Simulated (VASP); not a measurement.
Here is a VASP 6.6.1 calculation.

File INCAR:

```
  PREC = Accurate
  ENCUT = 520
  EDIFF = 1E-6
  ISMEAR = 0
  SIGMA = 0.05
  LREAL = False
  LASPH = True
  NELM = 60
  ALGO = Normal
  ISIF = 2
  LWAVE = False
  LCHARG = False
  GGA = B5
  ALDAX = 1.0
  AGGAX = 1.0
  AGGAC = 1.0
  ALDAC = 0.0
  NBANDS = 16
```

File KPOINTS:

```
Automatic mesh
0
Gamma
  6 6 6
```

The input POSCAR:

```
InAs
1.0
    0.0000000000      3.1791617484      3.1791617484
    3.1791617484      0.0000000000      3.1791617484
    3.1791617484      3.1791617484      0.0000000000
In As
1 1
Direct
    0.0000000000      0.0000000000      0.0000000000
    0.7500000000      0.7500000000      0.7500000000
```

Potentials or basis: VASP PAW PBE potentials, release 64 (In_d, As).

The run is started by

```console
$ cat potpaw_PBE.64/In_d/POTCAR potpaw_PBE.64/As/POTCAR > POTCAR
$ mpirun -np 1 vasp_std > vasp.out
```

Task: What does it give for the band gap on the k mesh?

Result: Zero (filled and empty bands touch).

Task: Estimate the pressure.

Result: -0.7 GPa.

Caveat: the PAW data sets were made with another functional, which shifts forces and pressure a little; spin-orbit coupling is left out, which moves the levels of the heavy elements.
